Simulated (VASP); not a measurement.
Here is a VASP 6.6.1 calculation.

File INCAR:

```
SYSTEM = CaMg2O3
PREC     = Accurate       ! precision mode
ENCUT    = 520            ! plane-wave cutoff, eV
EDIFF    = 1E-6           ! SCF threshold, eV
ISMEAR   = 0              ! smearing method
SIGMA    = 0.1            ! smearing width, eV
LREAL    = .FALSE.        ! projectors in reciprocal space
LASPH    = .TRUE.         ! aspherical terms in the spheres
NELM     = 150            ! most SCF steps
ALGO     = Normal         ! electronic algorithm
ISIF     = 2              ! what is computed and relaxed
LWAVE    = .FALSE.        ! write WAVECAR
LCHARG   = .TRUE.         ! write CHGCAR
ISPIN    = 2              ! spin polarisation
MAGMOM   = 0 0 0 1 1 1    ! initial moments
LORBIT   = 11             ! projections on sites
GGA      = PE             ! functional
LELF     = .TRUE.         ! ELF
LVHAR    = .TRUE.       
NBANDS   = 29             ! bands
```

KPOINTS

```
Automatic mesh
0
G
  6 6 4
  0 0 0
```

File POSCAR:

```
CaMg2O3
1.0
    4.1182737400      0.0000000000      0.0000000000
   -2.0591368700      3.5665296800      0.0000000000
    0.0000000000      0.0000000000      6.6080725000
Ca Mg O
1 2 3
Direct
    0.0000000000      0.0000000000      0.0000000000
    0.3333333300      0.6666666700      0.2557500000
    0.6666666700      0.3333333300      0.7442500000
    0.3333333300      0.6666666700      0.6460000300
    0.6666666700      0.3333333300      0.3539999700
    0.0000000000      0.0000000000      0.5000000000
```

Potentials or basis: VASP PAW PBE potentials, release 64 (Ca_sv, Mg, O).

Command:

```bash
$ cat potpaw_PBE.64/Ca_sv/POTCAR potpaw_PBE.64/Mg/POTCAR potpaw_PBE.64/O/POTCAR > POTCAR
$ mpirun -np 1 vasp_std > vasp.out
```

(1) Predict the site moments.

(2) Estimate the largest force.

(3) What does it give for the net moment?

(4) What does it give for the pressure?

Results:

(1) Ca -0.04; Mg -0.02; O +0.31, +1.05 μB.

(2) 4.793 eV/Å.

(3) 1.77 μB per cell.

(4) -7.8 GPa.

Caveat: forces of over 1 eV/Å act on the atoms, so gaps and moduli don't describe the material at rest.
